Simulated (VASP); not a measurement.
# Na2Al2O (P4/mmm) in VASP: a series of runs

Na2Al2O is run at these levels: PBE; tasks: single point, relaxation of cell and atoms.

Program: VASP 6.6.1. These are calculated values, not measurements. Logs are shortened: lines on timing, memory, paths and dates and some standing lists are left out, and cuts for length are marked.

## Step 1: The cell of the first run

Symmetry: P4/mmm, No. 123, tetragonal system. Conventional cell: a = 4.196 Å, b = 4.196 Å, c = 5.645 Å, α = 90.00°, β = 90.00°, γ = 90.00°. Within 3.3 Å of Na (site symmetry 4mm) lie 4 Al at 2.53 Å and 2 Na at 2.82 Å and 4 O at 3.29 Å. Al (site symmetry mmm) has 4 Na at 2.53 Å and 4 Al at 2.97 Å within 3.3 Å. Within 4.3 Å of O (site symmetry 4/mmm) lie 8 Na at 3.29 Å and 8 Al at 3.52 Å and 4 O at 4.20 Å.

The cell was generated, and may not be a known phase.

## Step 2: Single point, PBE

INCAR reads:

```
  ALGO = Normal
  EDIFF = 1E-6
  ENCUT = 520
  GGA = PE
  ISIF = 2
  ISMEAR = 0
  LASPH = T
  LCHARG = F
  LREAL = F
  LWAVE = F
  NBANDS = 21
  NELM = 80
  PREC = Accurate
  SIGMA = 0.1
```

KPOINTS reads:

```
k-points
0
Gamma
  4 4 4
```

POSCAR reads:

```
Na2Al2O
1.0
    4.1961105500      0.0000000000      0.0000000000
    0.0000000000      4.1961105500      0.0000000000
    0.0000000000      0.0000000000      5.6447105100
Na Al O
2 2 1
Direct
    0.0000000000      0.0000000000      0.7502017000
    0.0000000000      0.0000000000      0.2497983000
    0.0000000000      0.5000000000      0.0000000000
    0.5000000000      0.0000000000      0.0000000000
    0.5000000000      0.5000000000      0.5000000000
```

Potentials or basis: VASP PAW PBE potentials, release 64 (Na_pv, Al, O).

Started as:

```bash
cat potpaw_PBE.64/Na_pv/POTCAR potpaw_PBE.64/Al/POTCAR potpaw_PBE.64/O/POTCAR > POTCAR
mpirun -np 1 vasp_std > vasp.out
```

OUTCAR:

```text
EDIFF = 1E-6
   ENCUT = 520
   GGA = PE
   ISIF = 2
   ISMEAR = 0
   LASPH = T
   LREAL = F
   NELM = 80
   PREC = Accurate

 ion  position               nearest neighbor table
   1  0.000  0.000  0.750-   3 2.53   4 2.53   3 2.53   4 2.53
   2  0.000  0.000  0.250-   3 2.53   4 2.53   3 2.53   4 2.53
   3  0.000  0.500  0.000-   1 2.53   2 2.53   1 2.53   2 2.53   4 2.97   4 2.97   4 2.97   4 2.97

   4  0.500  0.000  0.000-   1 2.53   2 2.53   1 2.53   2 2.53   3 2.97   3 2.97   3 2.97   3 2.97

   5  0.500  0.500  0.500-

  LATTYP: Found a simple tetragonal cell.
 ALAT       =     4.1961105500
 C/A-ratio  =     1.3452244508

  Lattice vectors:

 A1 = (   4.1961105500,   0.0000000000,   0.0000000000)
 A2 = (   0.0000000000,   4.1961105500,   0.0000000000)
 A3 = (   0.0000000000,   0.0000000000,   5.6447105100)

Analysis of symmetry for initial positions (statically):
=====================================================================
 Subroutine PRICEL returns:
 Original cell was already a primitive cell.

 Routine SETGRP: Setting up the symmetry group for a
 simple tetragonal supercell.

 Subroutine GETGRP returns: Found 16 space group operations
 (whereof 16 operations were pure point group operations)
 out of a pool of 16 trial point group operations.

The static configuration has the point symmetry D_4h.

Analysis of symmetry for dynamics (positions and initial velocities):
=====================================================================
 Subroutine PRICEL returns:
 Original cell was already a primitive cell.

 Routine SETGRP: Setting up the symmetry group for a
 simple tetragonal supercell.

 Subroutine GETGRP returns: Found 16 space group operations
 (whereof 16 operations were pure point group operations)
 out of a pool of 16 trial point group operations.

The dynamic configuration has the point symmetry D_4h.

 Subroutine INISYM returns: Found 16 space group operations
 (whereof 16 operations are pure point group operations),
 and found     1 'primitive' translations

----------------------------------------------------------------------------------------

                                     Primitive cell

  volume of cell :      99.3884

  direct lattice vectors                    reciprocal lattice vectors
[... 77 lines left out ...]
   PREC   = accura    normal or accurate (medium, high low for compatibility)
   ISTART =      0    job   : 0-new  1-cont  2-samecut
   ICHARG =      2    charge: 1-file 2-atom 10-const
   ISPIN  =      1    spin polarized calculation?
   LNONCOLLINEAR =      F non collinear calculations
   LSORBIT =      F    spin-orbit coupling
   LASPH  =      T    aspherical Exc in radial PAW
   ENCUT  =  520.0 eV  38.22 Ry    6.18 a.u.   7.80  7.80 10.50*2*pi/ulx,y,z
   NELM   =     80;   NELMIN=  2; NELMDL= -5     # of ELM steps
   EDIFF  = 0.1E-05   stopping-criterion for ELM
   LREAL  =      F    real-space projection
[... 7 lines left out ...]
   TEBEG  =    0.0;   TEEND  =   0.0 temperature during run
   PSTRESS=    0.0 pullay stress
   NELECT =      26.0000    total number of electrons
   NUPDOWN=      -1.0000    fix difference up-down
   EMIN   =  10.00;   EMAX   =-10.00  energy-range for DOS
   EFERMI =   0.00;   METHOD = LEGACY
   ISMEAR =     0;   SIGMA  =   0.10  broadening in eV -4-tet -1-fermi 0-gaus
   EFERMI_NEDOS =   21; number of points for ismear=-14 and -15
   IALGO  =     38    algorithm
   IMIX   =      4    mixing-type and parameters
     AMIX     =   0.40;   BMIX     =  1.00
     AMIX_MAG =   1.60;   BMIX_MAG =  1.00
  volume/ion in A,a.u.               =      19.88       134.14
  Fermi-wavevector in a.u.,A,eV,Ry     =   1.047018  1.978577 14.915339  1.096246
  Thomas-Fermi vector in A             =   2.181880
   LORBIT       =      0    0 simple, 1 ext, 2 COOP (PROOUT), +10 PAW based schemes
   GGA     = PE    functional components
   LHFCALC =     F    Hartree Fock is set to
   AEXX    =    0.0000 exact exchange contribution
   IVDW    =     0    specifies the selected vdW correction
   LEPSILON=     F    determine dielectric tensor
   LRPA    =     F    only Hartree local field effects (RPA)
 non-spin polarized calculation
 Gauss-broadening in eV      SIGMA  =   0.10
  energy-cutoff  :      520.00
  volume of cell :       99.39
 maximum number of plane-waves:      2690
 NGX is ok and might be reduce to    32
   NGX = 15   NGY = 15   NGZ = 21

 number of electron      25.9999994 magnetization

 Free energy of the ion-electron system (eV)
  ---------------------------------------------------
  ext. energy  EPLUGINS =         0.00000000
  ---------------------------------------------------
  free energy    TOTEN  =       -10.80935438 eV

  energy without entropy =      -10.80129259  energy(sigma->0) =      -10.80532348

 E-fermi :   2.5846     XC(G=0):  -8.4937

 val. band max:        2.5562890934   @ k =   0.0000   0.0000   0.5000
 cond. band min:       2.6292546059   @ k =   0.0000   0.0000   0.0000
 fundamental gap:      0.0729655124
 Fermi energy:         2.5845575721

 k-point     1 :       0.0000    0.0000    0.0000
  band No.  band energies     occupation
      1     -22.2811      2.00000
      2     -22.1156      2.00000
      3     -22.1156      2.00000
      4     -22.0783      2.00000
      5     -22.0783      2.00000
      6     -22.0022      2.00000
[... 421 lines left out ...]
     20      10.8579      0.00000
     21      11.0144      0.00000

------------------------ aborting loop because EDIFF is reached ----------------------------------------

  FORCE on cell =-STRESS in cart. coord.  units (eV):
  Direction    XX          YY          ZZ          XY          YZ          ZX
  --------------------------------------------------------------------------------------
  -------------------------------------------------------------------------------------
  Total        3.4749178      3.4749178      7.5599960      0.0000000      0.0000000      0.0000000
  in kB       56.0169683     56.0169683    121.8699494      0.0000000      0.0000000      0.0000000
  external PRESSURE =      77.9679620 kB  Pullay stress =       0.0000000 kB

 VOLUME and BASIS-vectors are now :
 -----------------------------------------------------------------------------
  energy-cutoff  :      520.00
  volume of cell :       99.39
      direct lattice vectors                 reciprocal lattice vectors
     4.196110550  0.000000000  0.000000000     0.238315933  0.000000000  0.000000000
     0.000000000  4.196110550  0.000000000     0.000000000  0.238315933  0.000000000
     0.000000000  0.000000000  5.644710510     0.000000000  0.000000000  0.177157004

 POSITION                                       TOTAL-FORCE (eV/Angst)
 -----------------------------------------------------------------------------------
      0.00000      0.00000      4.23467        -0.000000      0.000000     -4.001398
      0.00000      0.00000      1.41004         0.000000     -0.000000      4.001398
      0.00000      2.09806      0.00000         0.000000      0.000000      0.000000
      2.09806      0.00000      0.00000         0.000000      0.000000      0.000000
      2.09806      2.09806      2.82236         0.000000      0.000000      0.000000
 -----------------------------------------------------------------------------------
    total drift:                                0.000000      0.000000     -0.000000

  FREE ENERGIE OF THE ION-ELECTRON SYSTEM (eV)
  ---------------------------------------------------
  free  energy   TOTEN  =       -10.8093543757 eV

  energy  without entropy=      -10.8012925915  energy(sigma->0) =      -10.80532348
```

stdout:

```text
POSCAR found type information on POSCAR NaAlO
 POSCAR found :  3 types and       5 ions
 scaLAPACK will be used
 LDA part: xc-table for (Slater+PW92), standard interpolation
 POSCAR, INCAR and KPOINTS ok, starting setup
 FFT: planning ... GRIDC
 FFT: planning ... GRID_SOFT
 FFT: planning ... GRID
 WAVECAR not read
 entering main loop
```

Run time: 30 s. Hardware: 1 thread of Intel Xeon Platinum 8488C (Sapphire Rapids), shared host; peak memory 0.2 GiB.

Results:

```
Free energy            : -10.8094 eV
Pressure               : 7.8 GPa
Largest force          : 4.001 eV/Å
Band gap on the k mesh : zero (bands 13 and 14 overlap by 2.16 eV)
```

Forces on the atoms (eV/Å):
```
Na   0.000  0.000 -4.001
Na   0.000  0.000  4.001
Al   0.000  0.000  0.000
Al   0.000  0.000  0.000
O    0.000  0.000  0.000
```

Levels at points of the mesh, in eV from the Fermi level:
```
           k point  band 9  band 10  band 11  band 12  band 13  band 14  band 15  band 16  band 17  band 18
(0.00, 0.00, 0.00)   -2.36    -1.14    -1.14    -0.17     0.04     0.04     0.90     2.12     3.35     4.08
(0.50, 0.00, 0.00)   -5.22    -1.61    -1.32    -0.89     0.72     1.11     2.04     2.21     3.01     3.48
(0.50, 0.50, 0.00)   -4.22    -3.19    -2.16    -1.22    -1.04    -1.04     1.66     1.66     4.61     4.97
(0.00, 0.00, 0.50)   -1.65    -0.94    -0.89    -0.89    -0.31    -0.31    -0.03     3.43     3.71     4.95
(0.50, 0.00, 0.50)   -5.38    -2.17    -0.82    -0.70     0.51     1.13     1.41     2.00     2.95     3.86
(0.50, 0.50, 0.50)   -4.03    -3.08    -2.80    -1.69    -1.69    -0.04     2.19     2.19     2.81     4.75
```

Caveat: the k points lie up to 0.37 Å⁻¹ apart, too coarse for converged energies and pressures of a metal; forces of over 1 eV/Å act on the atoms, so gaps and moduli don't describe the material at rest.

## Step 3: Single point, PBE

This run uses another cell than the first one, of 21.87 Å³/atom.

INCAR reads:

```
PREC = Accurate
ENCUT = 520
EDIFF = 1E-6
ISMEAR = 0
SIGMA = 0.1
LREAL = F
LASPH = T
NELM = 100
ALGO = Normal
ISIF = 2
LWAVE = F
LCHARG = F
GGA = PE
NBANDS = 21
```

KPOINTS reads:

```
Automatic mesh
0
Gamma
  4 4 4
```

POSCAR reads:

```
Na2Al2O
1.0
    3.5211221723      0.0000000000      0.0000000000
    0.0000000000      3.5211221723      0.0000000000
    0.0000000000      0.0000000000      8.8181979508
Na Al O
2 2 1
Direct
    0.0000000000      0.0000000000      0.6376256817
    0.0000000000      0.0000000000      0.3623743183
    0.0000000000      0.5000000000      0.0000000000
    0.5000000000      0.0000000000      0.0000000000
    0.5000000000      0.5000000000      0.5000000000
```

Potentials or basis: VASP PAW PBE potentials, release 64 (Na_pv, Al, O).

Started as:

```bash
cat potpaw_PBE.64/Na_pv/POTCAR potpaw_PBE.64/Al/POTCAR potpaw_PBE.64/O/POTCAR > POTCAR
mpirun -np 1 vasp_std > vasp.out
```

It took 58 s on 1 thread of Intel Xeon Platinum 8488C (Sapphire Rapids), shared host; peak memory 0.23 GiB.

It converged, with:

| Property | Result |
| --- | --- |
| Free energy | -15.4259 eV |
| Pressure | 0.0 GPa |
| Largest force | 0.007 eV/Å |
| Band gap on the k mesh | zero (bands 13 and 14 overlap by 1.67 eV) |

Forces in eV/Å, atoms in the order of the input:
```
Na   0.000  0.000  0.007
Na   0.000  0.000 -0.007
Al   0.000  0.000  0.000
Al   0.000  0.000  0.000
O    0.000  0.000  0.000
```

Stress tensor (GPa, compression positive):
```
-0.06  0.00  0.00
 0.00 -0.06  0.00
 0.00  0.00  0.03
```

Levels at points of the mesh, in eV from the Fermi level:
| k point | band 10 | band 11 | band 12 | band 13 | band 14 | band 15 | band 16 | band 17 |
| --- | --- | --- | --- | --- | --- | --- | --- | --- |
| (0.00, 0.00, 0.00) | -0.69 | -0.10 | -0.10 | 1.03 | 1.03 | 1.10 | 2.93 | 4.39 |
| (0.50, 0.00, 0.00) | -1.58 | -0.85 | -0.23 | 0.01 | 0.40 | 3.52 | 3.56 | 4.02 |
| (0.50, 0.50, 0.00) | -3.14 | -3.14 | -1.11 | -1.11 | -0.35 | 2.16 | 2.16 | 3.17 |
| (0.00, 0.00, 0.50) | -1.17 | -0.10 | -0.10 | 1.03 | 1.03 | 2.43 | 2.97 | 3.04 |
| (0.50, 0.00, 0.50) | -1.66 | -0.57 | -0.07 | -0.03 | 0.01 | 3.52 | 3.56 | 4.09 |
| (0.50, 0.50, 0.50) | -3.14 | -3.14 | -1.13 | -1.13 | -0.32 | 2.22 | 2.22 | 3.11 |

Caveat: the k points lie up to 0.45 Å⁻¹ apart, too coarse for converged energies and pressures of a metal.

## Step 4: Relaxation of cell and atoms, PBE

INCAR reads:

```
SYSTEM = Na2Al2O
ALGO     = Normal         ! electronic algorithm
EDIFF    = 1E-6           ! SCF threshold, eV
EDIFFG   = -0.04          ! ionic threshold
ENCUT    = 600            ! plane-wave cutoff, eV
GGA      = PE             ! functional
IBRION   = 2              ! ionic algorithm
ISIF     = 3              ! what is computed and relaxed
ISMEAR   = 0              ! smearing method
LASPH    = .True.         ! aspherical terms in the spheres
LCHARG   = .False.        ! write CHGCAR
LREAL    = .False.        ! projectors in reciprocal space
LWAVE    = .False.        ! write WAVECAR
NELM     = 80             ! most SCF steps
NSW      = 90             ! ionic steps
PREC     = Accurate       ! precision mode
SIGMA    = 0.1            ! smearing width, eV
```

KPOINTS reads:

```
k-points
0
Gamma
  4 4 4
  0 0 0
```

POSCAR reads:

```
Na2Al2O
1.0
    4.1961105500      0.0000000000      0.0000000000
    0.0000000000      4.1961105500      0.0000000000
    0.0000000000      0.0000000000      5.6447105100
Na Al O
2 2 1
Direct
    0.0000000000      0.0000000000      0.7502017000
    0.0000000000      0.0000000000      0.2497983000
    0.0000000000      0.5000000000      0.0000000000
    0.5000000000      0.0000000000      0.0000000000
    0.5000000000      0.5000000000      0.5000000000
```

Started as:

```bash
cat potpaw_PBE.64/Na_pv/POTCAR potpaw_PBE.64/Al/POTCAR potpaw_PBE.64/O/POTCAR > POTCAR
mpirun -np 1 vasp_std > vasp.out
```

Run time: 6.6 min. Hardware: 1 thread of Intel Xeon Platinum 8488C (Sapphire Rapids), shared host; peak memory 0.26 GiB.

It converged, with:

- Free energy: -15.2173 eV
- Relaxed volume: 20.22 Å³/atom
- Relaxed cell: a = 3.523 Å, b = 3.523 Å, c = 8.144 Å, α = 90.00°, β = 90.00°, γ = 90.00°
- Space group after relaxing (to 0.1 Å): P4/mmm (No. 123)
- Energy gained by relaxing: 881.4 meV/atom
- Ionic steps: 14
- Pressure after relaxing: 0.0 GPa
- Largest force after relaxing: 0.026 eV/Å
- Band gap on the k mesh: zero (bands 13 and 14 overlap by 1.60 eV)

Forces on the atoms (eV/Å):
```
Na   0.000  0.000  0.026
Na   0.000  0.000 -0.026
Al   0.000  0.000  0.000
Al   0.000  0.000  0.000
O    0.000  0.000  0.000
```

The path:
```tsv
step	energy change (eV)	largest force (eV/Å)	pressure (GPa)	volume (Å³)
1	0.0000	4.0011	7.78	99.39
2	-1.4914	1.5693	-0.51	113.88
3	-1.7285	0.5548	-3.07	123.13
4	-2.4816	0.5432	-3.95	117.64
5	-4.2842	0.0493	0.37	98.26
6	-4.2307	0.3487	5.48	90.71
7	-4.3342	0.1818	2.16	95.03
8	-4.3320	0.2166	2.63	94.23
9	-4.3988	0.0241	0.22	100.92
10	-4.4019	0.0563	0.66	99.72
11	-4.4019	0.0570	0.56	99.83
12	-4.4062	0.0684	-0.15	101.39
13	-4.4065	0.0670	-0.03	101.06
14	-4.4071	0.0259	-0.03	101.08
```

Final structure:
```cif
data_structure
_symmetry_space_group_name_H-M 'P 1'
_symmetry_Int_Tables_number 1
_cell_length_a 3.5231
_cell_length_b 3.5231
_cell_length_c 8.1437
_cell_angle_alpha 90.000
_cell_angle_beta 90.000
_cell_angle_gamma 90.000
_cell_volume 101.08
loop_
_atom_site_label
_atom_site_type_symbol
_atom_site_fract_x
_atom_site_fract_y
_atom_site_fract_z
_atom_site_occupancy
Na1 Na 0.00000 0.00000 0.64404 1
Na2 Na 0.00000 0.00000 0.35596 1
Al1 Al 0.00000 0.50000 0.00000 1
Al2 Al 0.50000 0.00000 0.00000 1
O1 O 0.50000 0.50000 0.50000 1
```

Levels at points of the mesh, in eV from the Fermi level:
| k point | band 10 | band 11 | band 12 | band 13 | band 14 | band 15 |
| --- | --- | --- | --- | --- | --- | --- |
| (0.00, 0.00, 0.00) | -0.42 | -0.10 | -0.10 | 1.03 | 1.03 | 1.54 |
| (0.50, 0.00, 0.00) | -1.56 | -0.92 | -0.23 | 0.00 | 0.64 | 3.51 |
| (0.50, 0.50, 0.00) | -3.15 | -3.15 | -1.10 | -1.10 | -0.31 | 2.11 |
| (0.00, 0.00, 0.50) | -1.05 | -0.10 | -0.10 | 1.03 | 1.03 | 2.86 |
| (0.50, 0.00, 0.50) | -1.71 | -0.48 | -0.02 | 0.00 | 0.02 | 3.51 |
| (0.50, 0.50, 0.50) | -3.14 | -3.14 | -1.14 | -1.14 | -0.23 | 2.21 |

Caveat: the k points lie up to 0.45 Å⁻¹ apart in the final cell, too coarse for converged energies and pressures of a metal; a cell axis changed by over 15 % at a fixed basis, so the end point is rough.

## Step 5: Single point, PBE, collinear spin, ferromagnetic start

INCAR reads:

```
SYSTEM = Na2Al2O
ALGO = Normal
EDIFF = 1E-6
ENCUT = 520
GGA = PE
ISIF = 2
ISMEAR = 0
ISPIN = 2
LASPH = .True.
LCHARG = .False.
LORBIT = 11
LREAL = .False.
LWAVE = .False.
MAGMOM = 0 0 0 0 1
NBANDS = 25
NELM = 150
PREC = Accurate
SIGMA = 0.1
```

KPOINTS is that of step 4.

POSCAR is that of step 4.

Started as:

```bash
cat potpaw_PBE.64/Na_pv/POTCAR potpaw_PBE.64/Al/POTCAR potpaw_PBE.64/O/POTCAR > POTCAR
mpirun -np 1 vasp_std > vasp.out
```

It took 80 s on 1 thread of Intel Xeon Platinum 8488C (Sapphire Rapids), shared host; peak memory 0.26 GiB.

It converged, with:

| Quantity | Value |
| --- | --- |
| Free energy | -10.8094 eV |
| Pressure | 7.8 GPa |
| Largest force | 4.001 eV/Å |
| Band gap on the k mesh | zero (filled and empty bands overlap) |
| Net moment | 0.00 μB per cell |
| Valence electrons inside the program's atomic spheres | Na 6.16; Al 0.83; O 4.71 |

Forces on the atoms (eV/Å):
```
Na   0.000  0.000 -4.001
Na   0.000  0.000  4.001
Al   0.000  0.000  0.000
Al   0.000  0.000  0.000
O    0.000  0.000  0.000
```

Stress tensor (GPa, compression positive):
```
 5.62  0.00  0.00
 0.00  5.62  0.00
 0.00  0.00 12.20
```

Levels at points of the mesh, in eV from the Fermi level:
Spin up:
```tsv
k point	band 11	band 12	band 13	band 14	band 15	band 16
(0.00, 0.00, 0.00)	-1.14	-0.17	0.04	0.04	0.90	2.12
(0.50, 0.00, 0.00)	-1.32	-0.89	0.72	1.11	2.04	2.21
(0.50, 0.50, 0.00)	-2.16	-1.22	-1.04	-1.04	1.66	1.66
(0.00, 0.00, 0.50)	-0.89	-0.89	-0.31	-0.31	-0.03	3.43
(0.50, 0.00, 0.50)	-0.82	-0.70	0.51	1.13	1.41	2.00
(0.50, 0.50, 0.50)	-2.80	-1.69	-1.69	-0.05	2.19	2.19
```
Spin down:
```tsv
k point	band 10	band 11	band 12	band 13	band 14	band 15	band 16	band 17
(0.00, 0.00, 0.00)	-1.14	-1.14	-0.17	0.04	0.04	0.90	2.12	3.35
(0.50, 0.00, 0.00)	-1.61	-1.32	-0.89	0.72	1.11	2.04	2.21	3.01
(0.50, 0.50, 0.00)	-3.19	-2.16	-1.22	-1.04	-1.04	1.66	1.66	4.61
(0.00, 0.00, 0.50)	-0.94	-0.89	-0.89	-0.31	-0.31	-0.03	3.43	3.71
(0.50, 0.00, 0.50)	-2.17	-0.82	-0.70	0.51	1.13	1.41	2.00	2.95
(0.50, 0.50, 0.50)	-3.08	-2.80	-1.69	-1.69	-0.05	2.19	2.19	2.81
```

Caveat: the k points lie up to 0.37 Å⁻¹ apart, too coarse for converged energies and pressures of a metal; forces of over 1 eV/Å act on the atoms, so gaps and moduli don't describe the material at rest.

(Part 1 of 2 ends here.)

The gap in the log of VASP goes by the Fermi energy; the results here count the filled bands.